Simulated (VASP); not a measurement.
# C (Fddd) in VASP: a series of runs, part 2 of 2

VASP 6.6.1.

### Step 4. Single point, LDA

INCAR

```
SYSTEM = C
PREC = Accurate ; ENCUT = 910
EDIFF = 1E-6 ; ISMEAR = 0
SIGMA = 0.05 ; LREAL = .False.
LASPH = .True. ; NELM = 120
ALGO = Normal ; ISIF = 2
LWAVE = .False. ; LCHARG = .False.
NBANDS = 11 ; GGA_COMPAT = .False.
```

KPOINTS

```
regular mesh
0
Gamma
  12 12 12
  0 0 0
```

POSCAR

```
C
1.0
    0.0000000000      1.8010855087      1.8275720603
    1.6686527507      0.0000000000      1.8275720603
    1.6686527507      1.8010855087      0.0000000000
C
2
Direct
    0.5000000000      0.5000000000      0.5000000000
    0.7500000000      0.7500000000      0.7500000000
```

Potentials or basis: VASP PAW LDA potentials, release 64 (C_h).

Command:

```console
$ cat potpaw_LDA.64/C_h/POTCAR > POTCAR
$ mpirun -np 1 vasp_std > vasp.out
```

OUTCAR:

```text
SYSTEM = C
   PREC = Accurate
   ENCUT = 910
   EDIFF = 1E-6
   ISMEAR = 0
   LREAL = .False.
   LASPH = .True.
   NELM = 120
   ISIF = 2

 ion  position               nearest neighbor table
   1  0.500  0.500  0.500-
   2  0.750  0.750  0.750-

  LATTYP: Found a face centered orthorhombic cell.
 ALAT       =     3.3373055014
 B/A-ratio  =     1.0793650794
 C/A-ratio  =     1.0952380952

  Lattice vectors:
[... 514 lines left out ...]
      2      -1.5396      2.00000
      3       5.2382      2.00000
      4       8.2470      2.00000
      5      19.6390      0.00000
      6      20.9943      0.00000
      7      23.3807      0.00000
      8      27.0638      0.00000
      9      31.2223      0.00000
     10      35.9239      0.00000
     11      36.2941      0.00000

 [... further k-points ...]
[... 5 lines left out ...]
  --------------------------------------------------------------------------------------
  -------------------------------------------------------------------------------------
  Total        3.4809420     -0.9810695     -2.1026104      0.0000000      0.0000000      0.0000000
  in kB      507.6946292   -143.0887696   -306.6652642      0.0000000      0.0000000      0.0000000
  external PRESSURE =      19.3135318 kB  Pullay stress =       0.0000000 kB

 VOLUME and BASIS-vectors are now :
 -----------------------------------------------------------------------------
  energy-cutoff  :      910.00
  volume of cell :       10.99
      direct lattice vectors                 reciprocal lattice vectors
     0.000000000  1.801085509  1.827572060    -0.299642930  0.277610362  0.273587023
     1.668652751  0.000000000  1.827572060     0.299642930 -0.277610362  0.273587023
     1.668652751  1.801085509  0.000000000     0.299642930  0.277610362 -0.273587023

 POSITION                                       TOTAL-FORCE (eV/Angst)
 -----------------------------------------------------------------------------------
      1.66865      1.80109      1.82757        -0.000000      0.000000     -0.000000
      2.50298      2.70163      2.74136         0.000000      0.000000      0.000000
 -----------------------------------------------------------------------------------
    total drift:                                0.000000      0.000000     -0.000000

  FREE ENERGIE OF THE ION-ELECTRON SYSTEM (eV)
  ---------------------------------------------------
  free  energy   TOTEN  =       -20.1180526411 eV

  energy  without entropy=      -20.1180526411  energy(sigma->0) =      -20.11805264
```

OSZICAR:

```text
N       E                     dE             d eps       ncg     rms          rms(c)
DAV:   1     0.118498823567E+02    0.11850E+02   -0.65845E+03  6208   0.110E+03
DAV:   2    -0.198818310440E+02   -0.31732E+02   -0.30282E+02  8674   0.174E+02
DAV:   3    -0.209373001695E+02   -0.10555E+01   -0.10523E+01  7399   0.261E+01
DAV:   4    -0.209401942980E+02   -0.28941E-02   -0.28940E-02  6648   0.150E+00
DAV:   5    -0.209401977529E+02   -0.34549E-05   -0.34549E-05  7166   0.545E-02    0.508E+00
DAV:   6    -0.203328651502E+02    0.60733E+00   -0.32099E-01  6446   0.398E+00    0.271E+00
DAV:   7    -0.201181562803E+02    0.21471E+00   -0.38484E-01  6756   0.433E+00    0.357E-01
DAV:   8    -0.201180656245E+02    0.90656E-04   -0.88424E-03  6628   0.872E-01    0.295E-02
DAV:   9    -0.201180515191E+02    0.14105E-04   -0.41137E-05  7093   0.536E-02    0.141E-02
DAV:  10    -0.201180527279E+02   -0.12088E-05   -0.33868E-06  6875   0.168E-02    0.305E-03
DAV:  11    -0.201180526411E+02    0.86797E-07   -0.17251E-07  3446   0.398E-03
   1 F= -.20118053E+02 E0= -.20118053E+02  d E =-.161056E-15
```

Wall time 52 s (1 thread of Intel Xeon Platinum 8488C (Sapphire Rapids), shared host); peak memory 0.16 GiB.

Results:

```yaml
Free_energy: -20.1181 eV
Pressure: 1.9 GPa
Band_gap_on_the_k_mesh: 2.12 eV, indirect (least direct gap 4.23 eV)
```

Levels at points of the mesh, in eV from the valence-band top:
| k point | band 1 | band 2 | band 3 | band 4 | band 5 | band 6 | band 7 | band 8 | band 9 |
| --- | --- | --- | --- | --- | --- | --- | --- | --- | --- |
| (0.00, 0.00, 0.00) | -22.54 | -1.31 | -1.04 | 0.00 | 4.23 | 5.18 | 5.36 | 13.42 | 18.73 |
| (0.50, 0.00, 0.00) | -16.48 | -14.48 | -4.38 | -2.93 | 6.75 | 7.40 | 9.92 | 15.01 | 21.04 |
| (0.50, 0.50, 0.00) | -14.17 | -14.17 | -6.68 | -6.68 | 4.90 | 4.90 | 15.84 | 15.84 | 21.96 |
| (0.50, 0.00, 0.50) | -13.94 | -13.94 | -6.89 | -6.89 | 4.56 | 4.56 | 15.81 | 15.81 | 22.09 |
| (0.00, 0.50, 0.50) | -12.69 | -12.69 | -8.07 | -8.07 | 2.70 | 2.70 | 16.53 | 16.53 | 23.45 |

Caveat: the cell differs from its parent crystal (strain +e along x and -e along y -0.0375, strain +e along z and -e/2 along x and y +0.0350); the cutoff is under 1.25 times the usual one of these potentials, so pressure, stress and relaxed cells hold a basis-set (Pulay) error.

### Step 5. Single point, LDA

INCAR

```
PREC = Accurate
ENCUT = 910
EDIFF = 1E-6
ISMEAR = 0
SIGMA = 0.05
LREAL = False
LASPH = True
NELM = 120
ALGO = Normal
ISIF = 2
LWAVE = False
LCHARG = False
GGA = CA
NBANDS = 11
GGA_COMPAT = False
```

KPOINTS

```
Automatic mesh
0
Gamma
  12 12 12
```

POSCAR

```
C
1.0
    0.0000000000      1.7856350203      1.8584730372
    1.6532022623      0.0000000000      1.8584730372
    1.6532022623      1.7856350203      0.0000000000
C
2
Direct
    0.5000000000      0.5000000000      0.5000000000
    0.7500000000      0.7500000000      0.7500000000
```

Command:

```console
$ cat potpaw_LDA.64/C_h/POTCAR > POTCAR
$ mpirun -np 1 vasp_std > vasp.out
```

Run time: 35 s. Hardware: 1 thread of Intel Xeon Platinum 8488C (Sapphire Rapids), shared host; peak memory 0.17 GiB.

The run converged. Its results:

- Free energy: -20.0426 eV
- Pressure: 2.5 GPa
- Band gap on the k mesh: 1.79 eV, indirect (least direct gap 4.04 eV)

Stress tensor (GPa, compression positive):
```
 59.02   0.00   0.00
  0.00  -2.77   0.00
  0.00   0.00 -48.62
```

Levels at points of the mesh, in eV from the valence-band top:
| k point | band 1 | band 2 | band 3 | band 4 | band 5 | band 6 | band 7 | band 8 | band 9 |
| --- | --- | --- | --- | --- | --- | --- | --- | --- | --- |
| (0.00, 0.00, 0.00) | -22.68 | -1.74 | -0.99 | 0.00 | 4.04 | 4.99 | 5.48 | 13.26 | 18.66 |
| (0.50, 0.00, 0.00) | -16.60 | -14.61 | -4.68 | -2.88 | 6.16 | 7.42 | 10.10 | 14.93 | 20.87 |
| (0.50, 0.50, 0.00) | -14.57 | -14.57 | -6.52 | -6.52 | 5.20 | 5.20 | 15.61 | 15.61 | 21.56 |
| (0.50, 0.00, 0.50) | -13.93 | -13.93 | -7.12 | -7.12 | 4.28 | 4.28 | 15.49 | 15.49 | 21.89 |
| (0.00, 0.50, 0.50) | -12.66 | -12.66 | -8.32 | -8.32 | 2.38 | 2.38 | 16.37 | 16.37 | 23.36 |

Caveat: the cell differs from its parent crystal (strain +e along x and -e along y -0.0375, strain +e along z and -e/2 along x and y +0.0525); the cutoff is under 1.25 times the usual one of these potentials, so pressure, stress and relaxed cells hold a basis-set (Pulay) error. A k mesh can miss the band edges.

### Step 6. Overview

```tsv
cell	gap on the mesh (eV)	pressure (GPa)
a = 2.593, b = 2.405, c = 2.504 Å, angles 63.7, 56.3, 60.0°, 2 atoms	1.37	3.7
a = 2.574, b = 2.382, c = 2.548 Å, angles 62.8, 55.4, 61.7°, 2 atoms	2.05	4.3
a = 2.566, b = 2.475, c = 2.455 Å, angles 62.7, 59.0, 58.3°, 2 atoms	2.12	1.9
a = 2.577, b = 2.487, c = 2.433 Å, angles 63.2, 59.4, 57.4°, 2 atoms	1.79	2.5
```

Alike in all rows: task single point; level LDA; potentials or basis VASP PAW LDA potentials, release 64 (C_h); no spin polarisation; k mesh 12 × 12 × 12; cutoff (eV) 910; smearing gaussian 0.05 eV.

Caveats: the cutoff is under 1.25 times the usual one of these potentials, so pressure, stress and relaxed cells hold a basis-set (Pulay) error.

Absolute energies hang on the potentials; compare differences alone.
